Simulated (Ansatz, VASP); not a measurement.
## PbS in VASP and in Ansatz

POSCAR

```
PbS
1.0
    2.0799526950     -5.9912968650      0.0000000000
    2.0799526950      5.9912968650      0.0000000000
    0.0000000000      0.0000000000      4.2793209400
Pb S
2 2
Direct
    0.1305633500      0.8694366500      0.2500000000
    0.8694366500      0.1305633500      0.7500000000
    0.3547970900      0.6452029100      0.2500000000
    0.6452029100      0.3547970900      0.7500000000
```

INCAR.step1

```
PREC = Accurate
ENCUT = 520
ISMEAR = -1
SIGMA = 0.05
LREAL = F
LASPH = T
NELM = 80
NBANDS = 28
GGA = PE
ALGO = Normal
EDIFF = 1E-4
LWAVE = T
LCHARG = F
```

INCAR.step2

```
PREC = Accurate
ENCUT = 520
EDIFF = 1E-6
ISMEAR = -1
SIGMA = 0.05
LREAL = F
LASPH = T
NELM = 80
ALGO = Normal
ISIF = 2
LWAVE = F
LCHARG = T
METAGGA = R2SCAN
LMIXTAU = T
LELF = T
LVHAR = T
NBANDS = 28
ISTART = 1
```

File KPOINTS:

```
Automatic mesh
0
Gamma
  7 7 6
```

Contents of input.yaml:

```yaml
crystal:
  lattice:
    - [2.079952695, -5.991296865, 0.0]
    - [2.079952695, 5.991296865, 0.0]
    - [0.0, 0.0, 4.27932094]
  atoms:
    - { symbol: Pb, position: [0.13056335, 0.86943665, 0.25] }
    - { symbol: Pb, position: [0.86943665, 0.13056335, 0.75] }
    - { symbol: S, position: [0.35479709, 0.64520291, 0.25] }
    - { symbol: S, position: [0.64520291, 0.35479709, 0.75] }
hamiltonian:
  xc: r2scan
  pseudopotentials: { kind: paw }
kpoints:
  mp_grid: { grid: [7, 7, 6] }
  band_path:
    path:
      - [[0.0, 0.0, 0.0], [0.2801304242, 0.2801304242, 0.0], [0.0, 0.5, 0.0], [0.0, 0.5, 0.5], [0.2801304242, 0.2801304242, 0.5], [0.0, 0.0, 0.5], [0.0, 0.0, 0.0], [-0.5, 0.5, 0.0], [-0.2801304242, 0.7198695758, 0.0], [-0.2801304242, 0.7198695758, 0.5], [-0.5, 0.5, 0.5], [-0.5, 0.5, 0.0]]
      - [[0.0, 0.0, 0.5], [-0.5, 0.5, 0.5]]
    npoints: 14
scf:
  occupations: { method: fermi_dirac, width: 0.05 }
  n_extra_bands: 10
output:
  forces: true
  stress: true
  eigenvalues: true
  fatbands: false
```

Alike in both runs: functional r2SCAN; k mesh 7 × 7 × 6; occupations fermi-dirac, width 0.05 eV; no spin polarisation.

|  | VASP | Ansatz |
| --- | --- | --- |
| version | VASP 6.6.1 | Ansatz 0.2.0 |
| potentials or method | VASP PAW PBE potentials, release 64 (Pb_d, S) | Ansatz PAW |
| plane-wave cutoff (eV) | 520 | 500 |
| valence electrons in the cell | 40 | 40 |
| task | single point | band structure |

```tsv
	VASP	Ansatz	Ansatz less VASP
gap on the k mesh at the Fermi level (eV)	1.53	1.53	+0.001
least direct gap on the mesh (eV)	1.79	1.79	-0.001
pressure (GPa)	-0.1	-0.1	0.00
traceless stress, the component that is largest in VASP (GPa)	-0.08	-0.08	0.000
rms of the force components (eV/Å)	0.011	0.016	+0.0045
```

VASP's potentials were made for PBE, not for r2SCAN. Atom by atom the forces differ by 0.005 eV/Å (rms over components).

Spin-orbit coupling is off throughout. Noted on Ansatz's run: the k mesh misses the band edges, so the gap on the mesh is wider than the one along the path.
